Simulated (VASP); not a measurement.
# TiO2 (I4_1/amd) in VASP: a series of runs

TiO2 is run at these levels: PBE+U; tasks: single point.

Program: VASP 6.6.1. These are calculated values, not measurements. Logs are shortened: lines on timing, memory, paths and dates and some standing lists are left out, and cuts for length are marked.

### Step 1. The cell of the first run

It takes space group I4_1/amd (No. 141, tetragonal). The conventional cell has a = 3.626 Å, b = 3.626 Å, c = 10.041 Å, α = 90.00°, β = 90.00°, γ = 90.00°. Within 2.5 Å of Ti (site symmetry -4m2) lie 6 O at 1.87 to 2.06 Å. Within 2.5 Å of O (site symmetry 2mm) lie 3 Ti at 1.87 to 2.06 Å and 2 O at 2.43 Å.

### Step 2. Single point, PBE+U

Input file INCAR:

```
SYSTEM = TiO2
PREC = Accurate
ENCUT = 520
EDIFF = 1E-6
ISMEAR = 0
SIGMA = 0.05
LREAL = .FALSE.
LASPH = .TRUE.
NELM = 150
ALGO = Normal
ISIF = 2
LWAVE = .FALSE.
LCHARG = .FALSE.
LMAXMIX = 4
LDAU = .TRUE.
LDAUTYPE = 2
LDAUL = 2 -1
LDAUU = 4 0
LDAUJ = 0 0
LDAUPRINT = 1
GGA = PE
NBANDS = 33
```

Input file KPOINTS:

```
regular mesh
0
G
  8 8 8
  0 0 0
```

Input file POSCAR:

```
TiO2
1.0
   -1.8132000000      1.8132000000      5.0203000000
    1.8132000000     -1.8132000000      5.0203000000
    1.8132000000      1.8132000000     -5.0203000000
Ti O
2 4
Direct
    0.0000000000      0.0000000000      0.0000000000
    0.7500000000      0.2500000000      0.5000000000
    0.2052277854      0.2052277854      0.0000000000
    0.9552277854      0.4552277854      0.5000000000
    0.5447722146      0.0447722146      0.5000000000
    0.7947722146      0.7947722146      0.0000000000
```

Potentials or basis: VASP PAW PBE potentials, release 64 (Ti_sv, O).

Command:

```
> cat potpaw_PBE.64/Ti_sv/POTCAR potpaw_PBE.64/O/POTCAR > POTCAR
> mpirun -np 1 vasp_std > vasp.out
```

OUTCAR:

```text
SYSTEM = TiO2
   PREC = Accurate
   ENCUT = 520
   EDIFF = 1E-6
   ISMEAR = 0
   LREAL = .FALSE.
   LASPH = .TRUE.
   NELM = 150
   ISIF = 2
   GGA = PE

 ion  position               nearest neighbor table
   1  0.000  0.000  0.000-   5 1.87   4 1.87   5 1.87   4 1.87   3 2.06   6 2.06
   2  0.750  0.250  0.500-   6 1.87   3 1.87   6 1.87   3 1.87   4 2.06   5 2.06
   3  0.205  0.205  0.000-   2 1.87   2 1.87   1 2.06
   4  0.955  0.455  0.500-   1 1.87   1 1.87   2 2.06
   5  0.545  0.045  0.500-   1 1.87   1 1.87   2 2.06
   6  0.795  0.795  0.000-   2 1.87   2 1.87   1 2.06

  LATTYP: Found a body centered tetragonal cell.
 ALAT       =     3.6264000000
 C/A-ratio  =     2.7687513788

  Lattice vectors:

 A1 = (  -1.8132000000,   1.8132000000,   5.0203000000)
 A2 = (   1.8132000000,  -1.8132000000,   5.0203000000)
 A3 = (   1.8132000000,   1.8132000000,  -5.0203000000)

Analysis of symmetry for initial positions (statically):
=====================================================================
 Subroutine PRICEL returns:
 Original cell was already a primitive cell.

 Routine SETGRP: Setting up the symmetry group for a
 body centered tetragonal supercell.

 Subroutine GETGRP returns: Found 16 space group operations
 (whereof  8 operations were pure point group operations)
 out of a pool of 16 trial point group operations.

The static configuration has the point symmetry D_2d.
 The point group associated with its full space group is D_4h.

Analysis of symmetry for dynamics (positions and initial velocities):
=====================================================================
 Subroutine PRICEL returns:
 Original cell was already a primitive cell.

 Routine SETGRP: Setting up the symmetry group for a
 body centered tetragonal supercell.

 Subroutine GETGRP returns: Found 16 space group operations
 (whereof  8 operations were pure point group operations)
 out of a pool of 16 trial point group operations.

The dynamic configuration has the point symmetry D_2d.
 The point group associated with its full space group is D_4h.

 Subroutine INISYM returns: Found 16 space group operations
 (whereof  8 operations are pure point group operations),
 and found     1 'primitive' translations

----------------------------------------------------------------------------------------

                                     Primitive cell

  volume of cell :      66.0208

  direct lattice vectors                    reciprocal lattice vectors
    -1.813200000  1.813200000  5.020300000     0.000000000  0.275755570  0.099595642
     1.813200000 -1.813200000  5.020300000     0.275755570  0.000000000  0.099595642
     1.813200000  1.813200000 -5.020300000     0.275755570  0.275755570  0.000000000

  length of vectors
     5.637268893  5.637268893  5.637268893     0.293190086  0.293190086  0.389977267

  position of ions in fractional coordinates (direct lattice)
     0.000000000  0.000000000  0.000000000
     0.750000000  0.250000000  0.500000000
     0.205227785  0.205227785  0.000000000
     0.955227785  0.455227785  0.500000000
     0.544772215  0.044772215  0.500000000
     0.794772215  0.794772215  0.000000000

  ion indices of the primitive-cell ions
   primitive index   ion index
                 1           1
                 2           2
                 3           3
                 4           4
                 5           5
[... 106 lines left out ...]
   LEPSILON=     F    determine dielectric tensor
   LRPA    =     F    only Hartree local field effects (RPA)
 non-spin polarized calculation
 Gauss-broadening in eV      SIGMA  =   0.05
  energy-cutoff  :      520.00
  volume of cell :       66.02
 maximum number of plane-waves:      1799
 NGX is ok and might be reduce to    42
   NGX = 21   NGY = 21   NGZ = 21

atom =   1  type =  1  l = 2

 onsite density matrix

spin component  1

  0.1210  0.0000  0.0000  0.0000 -0.0000
  0.0000  0.1135 -0.0000  0.0000  0.0000
  0.0000 -0.0000  0.2224  0.0000 -0.0000
  0.0000  0.0000  0.0000  0.1135  0.0000
 -0.0000  0.0000 -0.0000  0.0000  0.2869

spin component  2

  0.1210  0.0000  0.0000  0.0000 -0.0000
  0.0000  0.1135 -0.0000  0.0000  0.0000
  0.0000 -0.0000  0.2224  0.0000 -0.0000
  0.0000  0.0000  0.0000  0.1135  0.0000
 -0.0000  0.0000 -0.0000  0.0000  0.2869

 occupancies and eigenvectors

  o =  0.1135  v =  0.0000  0.9442 -0.0000 -0.3293  0.0000  0.0000  0.0000  0.0000  0.0000  0.0000      0.0000  0.0000  0.0000  0.0000  0.0000  0.0000  0.0000  0.0000  0.0000  0.0000
  o =  0.1135  v =  0.0000  0.0000  0.0000  0.0000  0.0000  0.0000  0.9442 -0.0000 -0.3293  0.0000      0.0000  0.0000  0.0000  0.0000  0.0000  0.0000  0.0000  0.0000  0.0000  0.0000
  o =  0.1135  v =  0.0000 -0.3293 -0.0000 -0.9442 -0.0000  0.0000  0.0000  0.0000  0.0000  0.0000      0.0000  0.0000  0.0000  0.0000  0.0000  0.0000  0.0000  0.0000  0.0000  0.0000
  o =  0.1135  v =  0.0000  0.0000  0.0000  0.0000  0.0000  0.0000 -0.3293 -0.0000 -0.9442 -0.0000      0.0000  0.0000  0.0000  0.0000  0.0000  0.0000  0.0000  0.0000  0.0000  0.0000
  o =  0.1210  v =  0.0000  0.0000  0.0000  0.0000  0.0000  1.0000  0.0000  0.0000  0.0000  0.0000      0.0000  0.0000  0.0000  0.0000  0.0000  0.0000  0.0000  0.0000  0.0000  0.0000
  o =  0.1210  v =  1.0000  0.0000  0.0000  0.0000  0.0000  0.0000  0.0000  0.0000  0.0000  0.0000      0.0000  0.0000  0.0000  0.0000  0.0000  0.0000  0.0000  0.0000  0.0000  0.0000
  o =  0.2224  v =  0.0000 -0.0000 -1.0000  0.0000 -0.0000  0.0000  0.0000  0.0000  0.0000  0.0000      0.0000  0.0000  0.0000  0.0000  0.0000  0.0000  0.0000  0.0000  0.0000  0.0000
  o =  0.2224  v =  0.0000  0.0000  0.0000  0.0000  0.0000  0.0000 -0.0000 -1.0000  0.0000 -0.0000      0.0000  0.0000  0.0000  0.0000  0.0000  0.0000  0.0000  0.0000  0.0000  0.0000
  o =  0.2869  v =  0.0000  0.0000  0.0000  0.0000  0.0000  0.0000  0.0000  0.0000 -0.0000 -1.0000      0.0000  0.0000  0.0000  0.0000  0.0000  0.0000  0.0000  0.0000  0.0000  0.0000
  o =  0.2869  v =  0.0000  0.0000  0.0000 -0.0000 -1.0000  0.0000  0.0000  0.0000  0.0000  0.0000      0.0000  0.0000  0.0000  0.0000  0.0000  0.0000  0.0000  0.0000  0.0000  0.0000

atom =   2  type =  1  l = 2

 onsite density matrix

spin component  1

  0.1210  0.0000  0.0000  0.0000 -0.0000
  0.0000  0.1135  0.0000  0.0000  0.0000
  0.0000  0.0000  0.2224  0.0000  0.0000
  0.0000  0.0000  0.0000  0.1135  0.0000
 -0.0000  0.0000  0.0000  0.0000  0.2869

spin component  2

  0.1210  0.0000  0.0000  0.0000 -0.0000
  0.0000  0.1135  0.0000  0.0000  0.0000
  0.0000  0.0000  0.2224  0.0000  0.0000
  0.0000  0.0000  0.0000  0.1135  0.0000
 -0.0000  0.0000  0.0000  0.0000  0.2869

 occupancies and eigenvectors

  o =  0.1135  v =  0.0000  0.9955 -0.0000  0.0945 -0.0000  0.0000  0.0000  0.0000  0.0000  0.0000      0.0000  0.0000  0.0000  0.0000  0.0000  0.0000  0.0000  0.0000  0.0000  0.0000
  o =  0.1135  v =  0.0000  0.0000  0.0000  0.0000  0.0000  0.0000  0.9955 -0.0000  0.0945 -0.0000      0.0000  0.0000  0.0000  0.0000  0.0000  0.0000  0.0000  0.0000  0.0000  0.0000
  o =  0.1135  v =  0.0000 -0.0945 -0.0000  0.9955 -0.0000  0.0000  0.0000  0.0000  0.0000  0.0000      0.0000  0.0000  0.0000  0.0000  0.0000  0.0000  0.0000  0.0000  0.0000  0.0000
  o =  0.1135  v =  0.0000  0.0000  0.0000  0.0000  0.0000  0.0000 -0.0945 -0.0000  0.9955 -0.0000      0.0000  0.0000  0.0000  0.0000  0.0000  0.0000  0.0000  0.0000  0.0000  0.0000
  o =  0.1210  v =  1.0000  0.0000  0.0000  0.0000  0.0000  0.0000  0.0000  0.0000  0.0000  0.0000      0.0000  0.0000  0.0000  0.0000  0.0000  0.0000  0.0000  0.0000  0.0000  0.0000
  o =  0.1210  v =  0.0000  0.0000  0.0000  0.0000  0.0000  1.0000  0.0000  0.0000  0.0000  0.0000      0.0000  0.0000  0.0000  0.0000  0.0000  0.0000  0.0000  0.0000  0.0000  0.0000
  o =  0.2224  v =  0.0000  0.0000  0.0000  0.0000  0.0000  0.0000 -0.0000  1.0000  0.0000 -0.0000      0.0000  0.0000  0.0000  0.0000  0.0000  0.0000  0.0000  0.0000  0.0000  0.0000
  o =  0.2224  v =  0.0000 -0.0000  1.0000  0.0000 -0.0000  0.0000  0.0000  0.0000  0.0000  0.0000      0.0000  0.0000  0.0000  0.0000  0.0000  0.0000  0.0000  0.0000  0.0000  0.0000
  o =  0.2869  v =  0.0000  0.0000  0.0000  0.0000  0.0000  0.0000  0.0000  0.0000  0.0000  1.0000      0.0000  0.0000  0.0000  0.0000  0.0000  0.0000  0.0000  0.0000  0.0000  0.0000
  o =  0.2869  v =  0.0000  0.0000  0.0000  0.0000  1.0000  0.0000  0.0000  0.0000  0.0000  0.0000      0.0000  0.0000  0.0000  0.0000  0.0000  0.0000  0.0000  0.0000  0.0000  0.0000

 number of electron      47.9999998 magnetization

 Free energy of the ion-electron system (eV)
  ---------------------------------------------------
  ext. energy  EPLUGINS =         0.00000000
  ---------------------------------------------------
  free energy    TOTEN  =       -47.79259631 eV

  energy without entropy =      -47.79259631  energy(sigma->0) =      -47.79259631

 E-fermi :   4.2784     XC(G=0): -10.9044

 val. band max:        3.9779393087   @ k =  -0.3750   0.3750   0.0000
 cond. band min:       6.9645456556   @ k =   0.0000   0.0000   0.0000
 fundamental gap:      2.9866063469
 Fermi energy:         4.2784071888

 k-point     1 :       0.0000    0.0000    0.0000
  band No.  band energies     occupation
      1     -53.1483      2.00000
      2     -53.1003      2.00000
      3     -29.5741      2.00000
      4     -29.3514      2.00000
      5     -29.3514      2.00000
      6     -29.3002      2.00000
[... 853 lines left out ...]
     32      10.5474      0.00000
     33      11.6014      0.00000

 [... further k-points ...]

------------------------ aborting loop because EDIFF is reached ----------------------------------------

  FORCE on cell =-STRESS in cart. coord.  units (eV):
  Direction    XX          YY          ZZ          XY          YZ          ZX
  --------------------------------------------------------------------------------------
  -------------------------------------------------------------------------------------
  Total       13.5627807     13.5627807      3.6388058      0.0000000      0.0000000      0.0000000
  in kB      329.1381626    329.1381626     88.3056267      0.0000000      0.0000000      0.0000000
  external PRESSURE =     248.8606507 kB  Pullay stress =       0.0000000 kB

 VOLUME and BASIS-vectors are now :
 -----------------------------------------------------------------------------
  energy-cutoff  :      520.00
  volume of cell :       66.02
      direct lattice vectors                 reciprocal lattice vectors
    -1.813200000  1.813200000  5.020300000     0.000000000  0.275755570  0.099595642
     1.813200000 -1.813200000  5.020300000     0.275755570  0.000000000  0.099595642
     1.813200000  1.813200000 -5.020300000     0.275755570  0.275755570  0.000000000

 POSITION                                       TOTAL-FORCE (eV/Angst)
 -----------------------------------------------------------------------------------
      0.00000      0.00000      0.00000        -0.000000     -0.000000     -0.000000
      0.00000      1.81320      2.51015        -0.000000     -0.000000     -0.000000
      0.00000      0.00000      2.06061        -0.000000      0.000000     -0.577906
     -0.00000      1.81320      4.57076         0.000000     -0.000000     -0.577906
      0.00000      1.81320      0.44954         0.000000     -0.000000      0.577906
      0.00000      0.00000      7.97999        -0.000000      0.000000      0.577906
 -----------------------------------------------------------------------------------
    total drift:                                0.000000     -0.000000     -0.000000

  FREE ENERGIE OF THE ION-ELECTRON SYSTEM (eV)
  ---------------------------------------------------
  free  energy   TOTEN  =       -47.7925963107 eV

  energy  without entropy=      -47.7925963107  energy(sigma->0) =      -47.79259631
```

Run time: 2.2 min. Hardware: 1 thread of AMD EPYC 9R45 (Zen 5), shared host; peak memory 0.28 GiB.

Results:

- Free energy: -47.7926 eV
- Pressure: 24.9 GPa
- Largest force: 0.578 eV/Å
- Band gap on the k mesh: 2.99 eV (least direct gap 3.37 eV)

Forces in eV/Å, atoms in the order of the input:
```
Ti   0.000  0.000  0.000
Ti   0.000  0.000  0.000
O    0.000  0.000 -0.578
O    0.000  0.000 -0.578
O    0.000  0.000  0.578
O    0.000  0.000  0.578
```

Levels at points of the mesh, in eV from the valence-band top:
| k point | band 21 | band 22 | band 23 | band 24 | band 25 | band 26 | band 27 | band 28 |
| --- | --- | --- | --- | --- | --- | --- | --- | --- |
| (0.00, 0.00, 0.00) | -1.00 | -1.00 | -0.48 | -0.48 | 2.99 | 3.57 | 5.02 | 5.02 |
| (0.50, 0.00, 0.00) | -1.90 | -1.00 | -0.97 | -0.82 | 4.18 | 4.23 | 4.31 | 4.51 |
| (0.50, 0.50, 0.00) | -2.18 | -2.18 | -0.06 | -0.06 | 3.89 | 3.89 | 4.44 | 4.44 |
| (0.50, 0.50, 0.50) | -1.37 | -1.37 | -0.18 | -0.18 | 3.27 | 3.27 | 4.80 | 4.80 |

Eigenvalues of the final occupation matrices:
```tsv
site	spin	trace	eigenvalues
site 1 d	1	0.86	0.11 0.11 0.12 0.22 0.29
site 1 d	2	0.86	0.11 0.11 0.12 0.22 0.29
site 2 d	1	0.86	0.11 0.11 0.12 0.22 0.29
site 2 d	2	0.86	0.11 0.11 0.12 0.22 0.29
```

Caveat: the cell stands under pressure. A k mesh can miss the band edges.

### Step 3. Single point, PBE+U

This run uses another cell than the first one, of 11.10 Å³/atom.

Input file INCAR:

```
ALGO = Normal
EDIFF = 1E-6
ENCUT = 520
GGA = PE
ISIF = 2
ISMEAR = 0
LASPH = True
LCHARG = False
LDAU = True
LDAUJ = 0 0
LDAUL = 2 -1
LDAUPRINT = 1
LDAUTYPE = 2
LDAUU = 4 0
LMAXMIX = 4
LREAL = False
LWAVE = False
NBANDS = 33
NELM = 150
PREC = Accurate
SIGMA = 0.05
```

Input file KPOINTS:

```
k-points
0
Gamma
  8 8 8
```

Changes to POSCAR since step 2:

```diff
@@ -2,5 +2,5 @@
 1.0
-   -1.8132000000      1.8132000000      5.0203000000
-    1.8132000000     -1.8132000000      5.0203000000
-    1.8132000000      1.8132000000     -5.0203000000
+   -1.8450500000      1.8450500000      4.8899050332
+    1.8450500000     -1.8450500000      4.8899050332
+    1.8450500000      1.8450500000     -4.8899050332
 Ti O
```

Potentials or basis: VASP PAW PBE potentials, release 64 (Ti_sv, O).

Command:

```
> cat potpaw_PBE.64/Ti_sv/POTCAR potpaw_PBE.64/O/POTCAR > POTCAR
> mpirun -np 1 vasp_std > vasp.out
```

Wall time 2 min (1 thread of AMD EPYC 9R45 (Zen 5), shared host); peak memory 0.28 GiB.

Results (log left out):

```
Free energy            : -48.0871 eV
Pressure               : 21.1 GPa
Largest force          : 0.022 eV/Å
Band gap on the k mesh : 2.91 eV (least direct gap 3.22 eV)
```

Forces on the atoms (eV/Å):
```
Ti   0.000  0.000  0.000
Ti   0.000  0.000  0.000
O    0.000  0.000  0.022
O    0.000  0.000  0.022
O    0.000  0.000 -0.022
O    0.000  0.000 -0.022
```

Stress tensor (GPa, compression positive):
```
24.78  0.00  0.00
 0.00 24.78  0.00
 0.00  0.00 13.72
```

Levels at points of the mesh, in eV from the valence-band top:
```
           k point  band 21  band 22  band 23  band 24  band 25  band 26  band 27  band 28
(0.00, 0.00, 0.00)    -0.82    -0.82    -0.43    -0.43     2.91     3.59     4.87     4.87
(0.50, 0.00, 0.00)    -1.90    -0.93    -0.86    -0.73     4.08     4.18     4.32     4.39
(0.50, 0.50, 0.00)    -2.07    -2.07    -0.05    -0.05     3.95     3.95     4.45     4.45
(0.50, 0.50, 0.50)    -1.27    -1.27    -0.09    -0.09     3.24     3.24     4.65     4.65
```

Eigenvalues of the final occupation matrices:
| site | spin | trace | eigenvalues |
| --- | --- | --- | --- |
| site 1 d | 1 | 0.84 | 0.11 0.11 0.11 0.24 0.27 |
| site 1 d | 2 | 0.84 | 0.11 0.11 0.11 0.24 0.27 |
| site 2 d | 1 | 0.84 | 0.11 0.11 0.11 0.24 0.27 |
| site 2 d | 2 | 0.84 | 0.11 0.11 0.11 0.24 0.27 |

Caveat: the cell stands under pressure.
